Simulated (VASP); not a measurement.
Crystal: Zr.

```
Zr
1.0
     3.23200    0.00000    0.00000
    -1.61600    2.79899    0.00000
     0.00000    0.00000    5.14700
Zr
2
Direct
  0.66667 0.33333 0.75000
  0.33333 0.66667 0.25000
```

* Program: VASP 6.6.1
* Task: relaxation of cell and atoms
* Functional: revPBE
* Dispersion: D3(BJ)
* Potentials or basis: VASP PAW PBE potentials, release 64 (Zr_sv)
* Cutoff: 600 eV
* k mesh: 9 × 9 × 5
* Occupations: fermi-dirac, width 0.05 eV
* Spin: no spin polarisation

At the start: pressure -4.7 GPa; volume 23.28 Å³/atom.

How do energy, volume and symmetry change on relaxing?

Over 6 steps the energy falls by 18.8 meV/atom and the volume is 22.08 Å³/atom (-5.2 %); space group P6_3/mmc (No. 194, to 0.1 Å) before and after.

Step by step:
```
step  energy change (eV)  largest force (eV/Å)  pressure (GPa)  volume (Å³)
   1              0.0000                0.0000           -4.75        46.56
   2             -0.0029                0.0000            5.33        42.06
   3             -0.0368                0.0000            0.00        44.21
   4             -0.0368                0.0000            0.11        44.16
   5             -0.0375                0.0000            0.09        44.15
   6             -0.0376                0.0000            0.07        44.15
```

Final structure:
```
Zr
1.0
     3.16253    0.00000    0.00000
    -1.58127    2.73883    0.00000
     0.00000    0.00000    5.09740
Zr
2
Cartesian
  1.5813 0.9129 3.8230
  0.0000 1.8259 1.2743
```

Caveat: the PAW data sets were made with another functional, which shifts forces and pressure a little.
